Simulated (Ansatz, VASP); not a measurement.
One calculation of Al, two programs

```
CELL_PARAMETERS angstrom
2.84478 0.00000 0.00000
0.00000 2.84478 0.00000
0.00000 0.00000 2.84478
ATOMIC_POSITIONS crystal
Al 0.00000 0.00000 0.00000
```

Alike in both runs: task single point; functional RPBE; k mesh 13 × 13 × 13; occupations fermi-dirac, width 0.1 eV; no spin polarisation.

|  | VASP | Ansatz |
| --- | --- | --- |
| version | VASP 6.6.1 | Ansatz 0.2.0 |
| potentials or method | VASP PAW PBE potentials, release 64 (Al), cutoff 520 eV | plane waves (420 eV) with PAW, scalar-relativistic |
| valence electrons in the cell | 3 | 3 |

```tsv
	VASP	Ansatz	Ansatz less VASP
pressure (GPa)	-4.9	-4.8	+0.08
```

VASP's potentials were made for PBE, not for RPBE. The functional is the same, so the differences come from potentials, cutoffs and numerics.
